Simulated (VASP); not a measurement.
Here is a VASP 6.6.1 calculation.

File INCAR:

```
SYSTEM = BeTe
  PREC = Accurate
  ENCUT = 600
  EDIFF = 1E-6
  ISMEAR = 0
  SIGMA = 0.02
  LREAL = .False.
  LASPH = .True.
  NELM = 120
  ALGO = Normal
  ISIF = 2
  LWAVE = .False.
  LCHARG = .True.
  GGA = PE
  LELF = .True.
  LVHAR = .True.
  NBANDS = 11
  GGA_COMPAT = .False.
```

Contents of KPOINTS:

```
regular mesh
0
Gamma
  8 8 8
  0 0 0
```

The input POSCAR:

```
BeTe
1.0
    0.0000000000      2.8323125249      2.8323125249
    2.8323125249      0.0000000000      2.8323125249
    2.8323125249      2.8323125249      0.0000000000
Be Te
1 1
Direct
    0.0000000000      0.0000000000      0.0000000000
    0.2500000000      0.2500000000      0.2500000000
```

Potentials or basis: VASP PAW PBE potentials, release 64 (Be, Te).

Run with:

```bash
$ cat potpaw_PBE.64/Be/POTCAR potpaw_PBE.64/Te/POTCAR > POTCAR
$ mpirun -np 1 vasp_std > vasp.out
```

(1) Estimate the band gap on the k mesh.

(2) Estimate the pressure.

Answers

(1) 2.02 eV, indirect (least direct gap 3.62 eV).

(2) 0.1 GPa.

Caveat: spin-orbit coupling is left out, which moves the levels of the heavy elements.
